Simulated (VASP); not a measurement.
Here is a VASP 6.6.1 calculation.

File INCAR:

```
SYSTEM = Be2C3
PREC = Accurate
ENCUT = 520
EDIFF = 1E-6
ISMEAR = 0
SIGMA = 0.1
LREAL = .FALSE.
LASPH = .TRUE.
NELM = 60
ALGO = Normal
ISIF = 2
LWAVE = .FALSE.
LCHARG = .FALSE.
GGA = PE
NBANDS = 27
```

The input KPOINTS:

```
Automatic mesh
0
G
  4 4 4
  0 0 0
```

POSCAR

```
Be2C3
1.0
    0.0000000000      3.8547735500      3.8547735500
    3.8547735500      0.0000000000      3.8547735500
    3.8547735500      3.8547735500      0.0000000000
Be C
4 6
Direct
    0.5000000000      0.5000000000      0.5000000000
    0.2500000000      0.2500000000      0.2500000000
    0.7500000000      0.7500000000      0.7500000000
    0.0000000000      0.0000000000      0.0000000000
    0.2887771000      0.7112229000      0.7112229000
    0.7112229000      0.2887771000      0.2887771000
    0.7112229000      0.2887771000      0.7112229000
    0.2887771000      0.7112229000      0.2887771000
    0.7112229000      0.7112229000      0.2887771000
    0.2887771000      0.2887771000      0.7112229000
```

Potentials or basis: VASP PAW PBE potentials, release 64 (Be, C).

Run with:

```console
$ cat potpaw_PBE.64/Be/POTCAR potpaw_PBE.64/C/POTCAR > POTCAR
$ mpirun -np 1 vasp_std > vasp.out
```

(1) Predict the band gap on the k mesh.

(2) Predict the largest force.

(3) Estimate the pressure.

Answers

(1) zero (band 16 reaches 4.43 eV, above the bottom of band 17 at 2.81 eV).

(2) 2.728 eV/Å.

(3) -12.0 GPa.

Caveat: forces of over 1 eV/Å act on the atoms, so gaps and moduli don't describe the material at rest.
